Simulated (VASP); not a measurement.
Rb: single point with PBEsol

Rb:

```xyz
1
Lattice="-2.7218 2.7218 2.7639 2.7218 -2.7218 2.7639 2.7218 2.7218 -2.7639" Properties=species:S:1:pos:R:3 pbc="T T T"
Rb    0.0000    0.0000    0.0000
```

This cell differs from its parent crystal: strain -0.030 along x and y, -0.015 along z.

| Property | Result |
| --- | --- |
| Program | VASP 6.6.1 |
| Task | single point |
| Functional | PBEsol |
| Potentials or basis | VASP PAW PBE potentials, release 64 (Rb_sv) |
| Cutoff | 520 eV |
| k mesh | 12 × 12 × 12 |
| Occupations | gaussian, width 0.15 eV |
| Spin | no spin polarisation |

* Pressure: 0.2 GPa
* Band gap on the k mesh: zero (an odd number of electrons rules out a gap without spin polarisation)

Levels at points of the mesh, in eV from the Fermi level:
| k point | band 1 | band 2 | band 3 | band 4 | band 5 | band 6 | band 7 | band 8 | band 9 | band 10 |
| --- | --- | --- | --- | --- | --- | --- | --- | --- | --- | --- |
| (0.00, 0.00, 0.00) | -28.80 | -12.83 | -12.83 | -12.83 | -2.11 | 3.75 | 3.75 | 3.84 | 4.75 | 4.86 |
| (0.50, 0.00, 0.00) | -28.79 | -12.97 | -12.88 | -12.83 | 0.20 | 0.86 | 2.63 | 4.47 | 5.46 | 5.49 |
| (0.50, 0.50, 0.00) | -28.79 | -12.97 | -12.88 | -12.83 | 0.23 | 0.90 | 2.55 | 4.54 | 5.42 | 5.52 |
| (0.50, 0.50, 0.50) | -28.79 | -12.93 | -12.93 | -12.93 | 1.17 | 1.21 | 3.43 | 3.58 | 3.58 | 5.40 |

Wall time 76 s on 1 thread of Intel(R) Xeon(R) Platinum 8488C (Sapphire Rapids) (shared host), peak memory 0.28 GiB.

Caveat: the cell differs from its parent crystal (strain -0.030 along x and y, -0.015 along z); the PAW data sets were made with another functional, which shifts forces and pressure a little.
